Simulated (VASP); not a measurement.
Here is a VASP 6.6.1 calculation.

File INCAR:

```
PREC = Accurate
ENCUT = 520
EDIFF = 1E-6
ISMEAR = -1
SIGMA = 0.05
LREAL = False
LASPH = True
NELM = 100
ALGO = Fast
ISIF = 2
LWAVE = False
LCHARG = False
GGA = PS
IVDW = 12
NBANDS = 34
```

File KPOINTS:

```
Automatic mesh
0
Gamma
  8 8 8
```

POSCAR

```
CuSn3
1.0
   -2.1426773701      2.1426773701      4.6936244798
    2.1426773701     -2.1426773701      4.6936244798
    2.1426773701      2.1426773701     -4.6936244798
Sn Cu
3 1
Direct
    0.5000000000      0.5000000000      0.0000000000
    0.2500000000      0.7500000000      0.5000000000
    0.7500000000      0.2500000000      0.5000000000
    0.0000000000      0.0000000000      0.0000000000
```

Potentials or basis: VASP PAW PBE potentials, release 64 (Sn_d, Cu).

Run with:

```bash
$ cat potpaw_PBE.64/Sn_d/POTCAR potpaw_PBE.64/Cu/POTCAR > POTCAR
$ mpirun -np 1 vasp_std > vasp.out
```

Problem. Predict the pressure.

Solution. 0.0 GPa.

Problem. What does it give for the band gap on the k mesh?

Solution. Zero (an odd number of electrons rules out a gap without spin polarisation).

Problem. What does it give for the dispersion energy per atom?

Solution. -0.436 eV.

Caveat: the PAW data sets were made with another functional, which shifts forces and pressure a little; spin-orbit coupling is left out, which moves the levels of the heavy elements.
